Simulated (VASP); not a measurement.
# Te (R-3m) in VASP: further runs

The runs below take Te through single point, with PBE.

Program: VASP 6.6.1. These are calculated values, not measurements. Logs are shortened: lines on timing, memory, paths and dates and some standing lists are left out, and cuts for length are marked.

## Step 1: The cell of the first run

It takes space group R-3m (No. 166, trigonal). Conventional cell: a = 4.586 Å, b = 4.586 Å, c = 5.819 Å, α = 90.00°, β = 90.00°, γ = 120.00°. Te (site symmetry -3m) has 6 Te at 3.28 Å within 4.3 Å.

## Step 2: Single point, PBE (35.32 Å³/atom)

Contents of INCAR:

```
ALGO = Normal
EDIFF = 1E-6
ENCUT = 520
GGA = PE
ISIF = 2
ISMEAR = 0
LASPH = True
LCHARG = True
LELF = True
LREAL = False
LVHAR = True
LWAVE = False
NBANDS = 9
NELM = 80
PREC = Accurate
SIGMA = 0.15
```

Contents of KPOINTS:

```
k-points
0
Gamma
  15 15 15
```

Contents of POSCAR:

```
Te
1.0
    2.2927966143      1.3237467425      1.9397059357
   -2.2927966143      1.3237467425      1.9397059357
    0.0000000000     -2.6474934850      1.9397059358
Te
1
Direct
    0.5000000000      0.5000000000      0.5000000000
```

Potentials or basis: VASP PAW PBE potentials, release 64 (Te).

The run is started by

```sh
> cat potpaw_PBE.64/Te/POTCAR > POTCAR
> mpirun -np 1 vasp_std > vasp.out
```

OUTCAR:

```text
EDIFF = 1E-6
   ENCUT = 520
   GGA = PE
   ISIF = 2
   ISMEAR = 0
   LASPH = True
   LREAL = False
   NELM = 80
   PREC = Accurate

 ion  position               nearest neighbor table
   1  0.500  0.500  0.500-

  LATTYP: Found a trigonal (rhomboedric) cell.
 ALAT       =     3.2820238984
 COS(alpha) =     0.0239376049

  Lattice vectors:

 A1 = (   2.2927966143,   1.3237467425,   1.9397059357)
 A2 = (  -2.2927966143,   1.3237467425,   1.9397059357)
 A3 = (   0.0000000000,  -2.6474934850,   1.9397059358)

Analysis of symmetry for initial positions (statically):
=====================================================================
 Subroutine PRICEL returns:
 Original cell was already a primitive cell.

 Routine SETGRP: Setting up the symmetry group for a
 trigonal (rhombohedral) supercell.

 Subroutine GETGRP returns: Found 12 space group operations
 (whereof 12 operations were pure point group operations)
 out of a pool of 12 trial point group operations.

The static configuration has the point symmetry D_3d.

Analysis of symmetry for dynamics (positions and initial velocities):
=====================================================================
 Subroutine PRICEL returns:
 Original cell was already a primitive cell.

 Routine SETGRP: Setting up the symmetry group for a
 trigonal (rhombohedral) supercell.

 Subroutine GETGRP returns: Found 12 space group operations
 (whereof 12 operations were pure point group operations)
 out of a pool of 12 trial point group operations.

The dynamic configuration has the point symmetry D_3d.

 Subroutine INISYM returns: Found 12 space group operations
 (whereof 12 operations are pure point group operations),
 and found     1 'primitive' translations

----------------------------------------------------------------------------------------

                                     Primitive cell

  volume of cell :      35.3230

  direct lattice vectors                    reciprocal lattice vectors
     2.292796614  1.323746743  1.939705936     0.218074293  0.125905252  0.171847354
    -2.292796614  1.323746743  1.939705936    -0.218074293  0.125905252  0.171847354
     0.000000000 -2.647493485  1.939705936     0.000000000 -0.251810503  0.171847354

  length of vectors
     3.282023898  3.282023898  3.282023899     0.304860694  0.304860694  0.304860694

  position of ions in fractional coordinates (direct lattice)
     0.500000000  0.500000000  0.500000000

  ion indices of the primitive-cell ions
   primitive index   ion index
                 1           1

----------------------------------------------------------------------------------------

 KPOINTS: k-points

Automatic generation of k-mesh.
 Grid dimensions read from file:
 generate k-points for:   15   15   15

 Generating k-lattice:

  Cartesian coordinates                     Fractional coordinates (reciprocal lattice)
     0.014538286  0.008393683  0.011456490     0.066666667  0.000000000 -0.000000000
    -0.014538286  0.008393683  0.011456490     0.000000000  0.066666667 -0.000000000
     0.000000000 -0.016787367  0.011456490     0.000000000  0.000000000  0.066666667

  Length of vectors
     0.020324046  0.020324046  0.020324046

  Shift w.r.t. Gamma in fractional coordinates (k-lattice)
     0.000000000  0.000000000  0.000000000

 Subroutine IBZKPT returns following result:
 ===========================================

 Found    344 irreducible k-points:

 Following reciprocal coordinates:
            Coordinates               Weight
  0.000000  0.000000  0.000000      1.000000
  0.066667  0.000000 -0.000000      6.000000
  0.133333 -0.000000  0.000000      6.000000
  0.200000  0.000000  0.000000      6.000000
  0.266667 -0.000000  0.000000      6.000000
  0.333333  0.000000 -0.000000      6.000000
[... 16 lines left out ...]
  0.133333  0.133333  0.000000      6.000000
  0.200000  0.133333  0.000000     12.000000
 [... further k-points ...]
   k-points           NKPTS =    344   k-points in BZ     NKDIM =    344   number of bands    NBANDS=      9
   number of dos      NEDOS =    301   number of ions     NIONS =      1
   total plane-waves  NPLWV =  13824
   dimension x,y,z NGX =    24 NGY =   24 NGZ =   24
   dimension x,y,z NGXF=    48 NGYF=   48 NGZF=   48
   ions per type =               1
   NGX,Y,Z   is equivalent  to a cutoff of  12.16, 12.16, 12.16 a.u.
   NGXF,Y,Z  is equivalent  to a cutoff of  24.31, 24.31, 24.31 a.u.
 SYSTEM =  unknown system
   PREC   = accura    normal or accurate (medium, high low for compatibility)
   ISTART =      0    job   : 0-new  1-cont  2-samecut
   ICHARG =      2    charge: 1-file 2-atom 10-const
   ISPIN  =      1    spin polarized calculation?
   LNONCOLLINEAR =      F non collinear calculations
   LSORBIT =      F    spin-orbit coupling
   LASPH  =      T    aspherical Exc in radial PAW
   ENCUT  =  520.0 eV  38.22 Ry    6.18 a.u.   6.10  6.10  6.10*2*pi/ulx,y,z
   NELM   =     80;   NELMIN=  2; NELMDL= -5     # of ELM steps
   EDIFF  = 0.1E-05   stopping-criterion for ELM
   LREAL  =      F    real-space projection
[... 7 lines left out ...]
   TEBEG  =    0.0;   TEEND  =   0.0 temperature during run
   PSTRESS=    0.0 pullay stress
   NELECT =       6.0000    total number of electrons
   NUPDOWN=      -1.0000    fix difference up-down
   EMIN   =  10.00;   EMAX   =-10.00  energy-range for DOS
   EFERMI =   0.00;   METHOD = LEGACY
   ISMEAR =     0;   SIGMA  =   0.15  broadening in eV -4-tet -1-fermi 0-gaus
   EFERMI_NEDOS =   21; number of points for ismear=-14 and -15
   IALGO  =     38    algorithm
   IMIX   =      4    mixing-type and parameters
     AMIX     =   0.40;   BMIX     =  1.00
     AMIX_MAG =   1.60;   BMIX_MAG =  1.00
  volume/ion in A,a.u.               =      35.32       238.37
  Fermi-wavevector in a.u.,A,eV,Ry     =   0.906649  1.713319 11.184168  0.822013
  Thomas-Fermi vector in A             =   2.030363
   LORBIT       =      0    0 simple, 1 ext, 2 COOP (PROOUT), +10 PAW based schemes
   GGA     = PE    functional components
   LHFCALC =     F    Hartree Fock is set to
   AEXX    =    0.0000 exact exchange contribution
   IVDW    =     0    specifies the selected vdW correction
   LEPSILON=     F    determine dielectric tensor
   LRPA    =     F    only Hartree local field effects (RPA)
 non-spin polarized calculation
 Gauss-broadening in eV      SIGMA  =   0.15
  energy-cutoff  :      520.00
  volume of cell :       35.32
 maximum number of plane-waves:       970
   NGX = 13   NGY = 13   NGZ = 13

 number of electron       5.9999999 magnetization

 Free energy of the ion-electron system (eV)
  ---------------------------------------------------
  ext. energy  EPLUGINS =         0.00000000
  ---------------------------------------------------
  free energy    TOTEN  =        -3.07915399 eV

  energy without entropy =       -3.07274984  energy(sigma->0) =       -3.07595192

 E-fermi :   5.4399     XC(G=0):  -8.9520

 val. band max:        5.4373088130   @ k =  -0.1333   0.2667   0.0667
 cond. band min:       5.4404651989   @ k =   0.2000   0.1333   0.1333
 fundamental gap:      0.0031563859
 Fermi energy:         5.4399237510

 k-point     1 :       0.0000    0.0000    0.0000
  band No.  band energies     occupation
      1      -7.5817      2.00000
      2       6.5102      0.00000
      3       6.5102      0.00000
      4       6.6569      0.00000
      5      11.6088      0.00000
      6      11.6088      0.00000
      7      11.6620      0.00000
      8      22.2365      0.00000
      9      22.2491      0.00000

 k-point     2 :       0.0667    0.0000   -0.0000
  band No.  band energies     occupation
      1      -7.5349      2.00000
      2       6.0077      0.00000
      3       6.5513      0.00000
      4       6.6556      0.00000
      5      11.6549      0.00000
      6      11.6976      0.00000
      7      12.2765      0.00000
      8      21.1822      0.00000
      9      21.2387      0.00000

 k-point     3 :       0.1333   -0.0000    0.0000
  band No.  band energies     occupation
      1      -7.3970      2.00000
      2       4.8525      2.00000
      3       6.6709      0.00000
      4       6.7702      0.00000
      5      11.7915      0.00000
      6      11.8617      0.00000
      7      13.7381      0.00000
      8      19.9066      0.00000
      9      19.9687      0.00000

 k-point     4 :       0.2000    0.0000    0.0000
  band No.  band energies     occupation
      1      -7.1771      2.00000
      2       3.5747      2.00000
      3       6.8570      0.00000
      4       6.9552      0.00000
      5      12.0131      0.00000
      6      12.1343      0.00000
      7      15.4608      0.00000
      8      18.7306      0.00000
      9      18.8063      0.00000
[... 205 lines left out ...]
 k-point    22 :      -0.0667    0.0667    0.0000
  band No.  band energies     occupation
      1      -7.4864      2.00000
      2       5.9982      0.00000
      3       6.0744      0.00000
      4       6.6501      0.00000
      5      11.7271      0.00000
      6      12.3320      0.00000
      7      12.3602      0.00000
      8      20.7700      0.00000
      9      21.0724      0.00000

 k-point    23 :       0.1333    0.1333    0.0000
  band No.  band energies     occupation
      1      -7.2180      2.00000
      2       5.0316      1.99988
      3       5.1066      1.99833
      4       6.8758      0.00000
      5      12.0148      0.00000
      6      13.7589      0.00000
      7      13.8554      0.00000
      8      17.5337      0.00000
      9      20.0276      0.00000

 k-point    24 :       0.2000    0.1333    0.0000
  band No.  band energies     occupation
      1      -7.0005      2.00000
      2       3.7934      2.00000
      3       5.2905      1.84113
      4       7.0582      0.00000
      5      12.2499      0.00000
      6      13.8811      0.00000
      7      15.2215      0.00000
      8      16.7867      0.00000
      9      18.9887      0.00000

 [... further k-points ...]

------------------------ aborting loop because EDIFF is reached ----------------------------------------

  FORCE on cell =-STRESS in cart. coord.  units (eV):
  Direction    XX          YY          ZZ          XY          YZ          ZX
  --------------------------------------------------------------------------------------
  -------------------------------------------------------------------------------------
  Total       -0.6884343     -0.6884343     -0.7868443      0.0000000      0.0000000      0.0000000
  in kB      -31.2259381    -31.2259381    -35.6896122      0.0000000      0.0000000      0.0000000
  external PRESSURE =     -32.7138295 kB  Pullay stress =       0.0000000 kB

 VOLUME and BASIS-vectors are now :
 -----------------------------------------------------------------------------
  energy-cutoff  :      520.00
  volume of cell :       35.32
      direct lattice vectors                 reciprocal lattice vectors
     2.292796614  1.323746743  1.939705936     0.218074293  0.125905252  0.171847354
    -2.292796614  1.323746743  1.939705936    -0.218074293  0.125905252  0.171847354
     0.000000000 -2.647493485  1.939705936     0.000000000 -0.251810503  0.171847354

 POSITION                                       TOTAL-FORCE (eV/Angst)
 -----------------------------------------------------------------------------------
      0.00000      0.00000      2.90956         0.000000     -0.000000      0.000000
 -----------------------------------------------------------------------------------
    total drift:                                0.000000      0.000000     -0.000000

  FREE ENERGIE OF THE ION-ELECTRON SYSTEM (eV)
  ---------------------------------------------------
  free  energy   TOTEN  =        -3.0791539914 eV

  energy  without entropy=       -3.0727498404  energy(sigma->0) =       -3.07595192
```

Wall time 17 s (1 thread of Intel Xeon 6975P-C (Granite Rapids), shared host); peak memory 0.21 GiB.

What came out:

```
Free energy            : -3.0792 eV
Pressure               : -3.3 GPa
Band gap on the k mesh : zero (bands 3 and 4 overlap by 4.78 eV)
```

Caveat: the cell stands under tension; spin-orbit coupling is left out, which moves the levels of the heavy elements.

## Step 3: Single point, PBE (35.32 Å³/atom)

Contents of INCAR:

```
  PREC = Accurate
  ENCUT = 520
  EDIFF = 1E-6
  ISMEAR = 0
  SIGMA = 0.15
  LREAL = False
  LASPH = True
  NELM = 100
  ALGO = Normal
  ISIF = 2
  LWAVE = False
  LCHARG = False
  GGA = PE
  NBANDS = 9
```

Contents of KPOINTS:

```
regular mesh
0
Gamma
  15 15 15
```

Contents of POSCAR:

```
Te
1.0
    2.3339860932      1.3475274992      1.8718473556
   -2.3339860932      1.3475274992      1.8718473556
    0.0000000000     -2.6950549984      1.8718473557
Te
1
Direct
    0.5000000000      0.5000000000      0.5000000000
```

Potentials or basis: VASP PAW PBE potentials, release 64 (Te).

The run is started by

```sh
> cat potpaw_PBE.64/Te/POTCAR > POTCAR
> mpirun -np 1 vasp_std > vasp.out
```

Wall time 17 s (1 thread of Intel Xeon 6975P-C (Granite Rapids), shared host); peak memory 0.22 GiB.

The run converged. Its results:

```yaml
Free_energy: -3.0800 eV
Pressure: -3.2 GPa
Band_gap_on_the_k_mesh: zero (bands 3 and 4 overlap by 4.81 eV)
```

Stress tensor (GPa, compression positive):
```
-3.32  0.00  0.00
 0.00 -3.32  0.00
 0.00  0.00 -3.10
```

Levels at points of the mesh, in eV from the Fermi level:
```tsv
k point	band 1	band 2	band 3	band 4	band 5	band 6	band 7	band 8
(0.00, 0.00, 0.00)	-13.03	1.06	1.14	1.14	6.16	6.16	6.22	16.85
```

Caveat: the cell stands under tension; spin-orbit coupling is left out, which moves the levels of the heavy elements.

## Step 4: Single point, PBE (30.96 Å³/atom)

This run uses another cell than the first one, of 30.96 Å³/atom.

Contents of INCAR:

```
SYSTEM = Te
  PREC = Accurate
  ENCUT = 520
  EDIFF = 1E-7
  ISMEAR = 0
  SIGMA = 0.15
  LREAL = .False.
  LASPH = .True.
  NELM = 60
  ALGO = Normal
  ISIF = 2
  LWAVE = .False.
  LCHARG = .False.
  GGA = PE
  NBANDS = 9
```

Contents of KPOINTS:

```
Automatic mesh
0
Gamma
  15 15 15
  0 0 0
```

Contents of POSCAR:

```
Te
1.0
    2.2336857436      1.2896190654      1.7914068831
   -2.2336857436      1.2896190654      1.7914068831
    0.0000000000     -2.5792381307      1.7914068831
Te
1
Direct
    0.5000000000      0.5000000000      0.5000000000
```

The run is started by

```sh
> cat potpaw_PBE.64/Te/POTCAR > POTCAR
> mpirun -np 1 vasp_std > vasp.out
```

Run time: 44 s. Hardware: 1 thread of AMD EPYC 7R13, shared host; peak memory 0.18 GiB.

It converged, with:

```
Free energy            : -3.0926 eV
Pressure               : 3.1 GPa
Band gap on the k mesh : zero (bands 3 and 4 overlap by 5.73 eV)
```

Levels at points of the mesh, in eV from the Fermi level:
```tsv
k point	band 1	band 2	band 3	band 4	band 5	band 6	band 7	band 8
(0.00, 0.00, 0.00)	-14.04	1.19	1.28	1.28	5.97	5.97	6.71	17.76
```

Caveat: the cell stands under pressure; spin-orbit coupling is left out, which moves the levels of the heavy elements.

## Step 5: Single point, PBE (31.83 Å³/atom)

This run uses another cell than the first one, of 31.83 Å³/atom.

Contents of INCAR:

```
ALGO = Normal ; EDIFF = 1E-6
ENCUT = 520 ; GGA = PE
ISIF = 2 ; ISMEAR = 0
LASPH = T ; LCHARG = T
LELF = T ; LREAL = F
LVHAR = T ; LWAVE = F
NBANDS = 9 ; NELM = 100
PREC = Accurate ; SIGMA = 0.15
```

Contents of KPOINTS:

```
k-points
0
Gamma
  15 15 15
```

Contents of POSCAR:

```
Te
1.0
    2.2344534737      1.2900623146      1.8405938081
   -2.2344534737      1.2900623146      1.8405938081
    0.0000000000     -2.5801246291      1.8405938081
Te
1
Direct
    0.5000000000      0.5000000000      0.5000000000
```

The run is started by

```sh
> cat potpaw_PBE.64/Te/POTCAR > POTCAR
> mpirun -np 1 vasp_std > vasp.out
```

Run time: 40 s. Hardware: 1 thread of AMD EPYC 7R13, shared host; peak memory 0.18 GiB.

The run converged. Its results:

| Item | Value |
| --- | --- |
| Free energy | -3.1049 eV |
| Pressure | 1.4 GPa |
| Band gap on the k mesh | zero (bands 3 and 4 overlap by 5.63 eV) |

Levels at points of the mesh, in eV from the Fermi level:
```
           k point  band 1  band 2  band 3  band 4  band 5  band 6  band 7
(0.00, 0.00, 0.00)  -13.81    1.21    1.21    1.25    6.01    6.01    6.60
```

Caveat: spin-orbit coupling is left out, which moves the levels of the heavy elements.

## Step 6: Single point, PBE (31.83 Å³/atom)

This run uses another cell than the first one, of 31.83 Å³/atom.

Contents of INCAR:

```
PREC = Accurate ; ENCUT = 520
EDIFF = 1E-6 ; ISMEAR = 0
SIGMA = 0.15 ; LREAL = F
LASPH = T ; NELM = 60
ALGO = Normal ; ISIF = 2
LWAVE = F ; LCHARG = F
GGA = PE ; NBANDS = 9
```

Contents of KPOINTS:

```
Automatic mesh
0
Gamma
  15 15 15
```

Contents of POSCAR:

```
Te
1.0
    2.2746150146      1.3132495910      1.7761710443
   -2.2746150146      1.3132495910      1.7761710443
    0.0000000000     -2.6264991819      1.7761710444
Te
1
Direct
    0.5000000000      0.5000000000      0.5000000000
```

Potentials or basis: VASP PAW PBE potentials, release 64 (Te).

The run is started by

```sh
> cat potpaw_PBE.64/Te/POTCAR > POTCAR
> mpirun -np 1 vasp_std > vasp.out
```

Run time: 37 s. Hardware: 1 thread of AMD EPYC 7R13, shared host; peak memory 0.18 GiB.

It converged, with:

- Free energy: -3.1047 eV
- Pressure: 1.4 GPa
- Band gap on the k mesh: zero (bands 3 and 4 overlap by 5.32 eV)

Stress tensor (GPa, compression positive):
```
1.32 0.00 0.00
0.00 1.32 0.00
0.00 0.00 1.46
```

Levels at points of the mesh, in eV from the Fermi level:
```tsv
k point	band 1	band 2	band 3	band 4	band 5	band 6	band 7	band 8
(0.00, 0.00, 0.00)	-13.79	1.10	1.30	1.30	6.04	6.04	6.62	17.46
```

Caveat: spin-orbit coupling is left out, which moves the levels of the heavy elements.

## Step 7: Overview

```tsv
cell	gap on the mesh (eV)	pressure (GPa)
a = 3.282 Å, angles 88.6°, 1 atom	none	-3.3
a = 3.281 Å, angles 90.7°, 1 atom	none	-3.2
a = 3.140 Å, angles 90.7°, 1 atom	none	3.1
a = 3.169 Å, angles 89.7°, 1 atom	none	1.4
a = 3.171 Å, angles 91.7°, 1 atom	none	1.4
```

Alike in all rows: task single point; level PBE; potentials or basis VASP PAW PBE potentials, release 64 (Te); no spin polarisation; k mesh 15 × 15 × 15; cutoff (eV) 520; smearing gaussian 0.15 eV.

Caveats: spin-orbit coupling is left out, which moves the levels of the heavy elements; the cell stands under tension (at least some runs); the cell stands under pressure (at least some runs).

Total energies depend on the potentials used, so only differences within one code and one set of settings carry meaning.
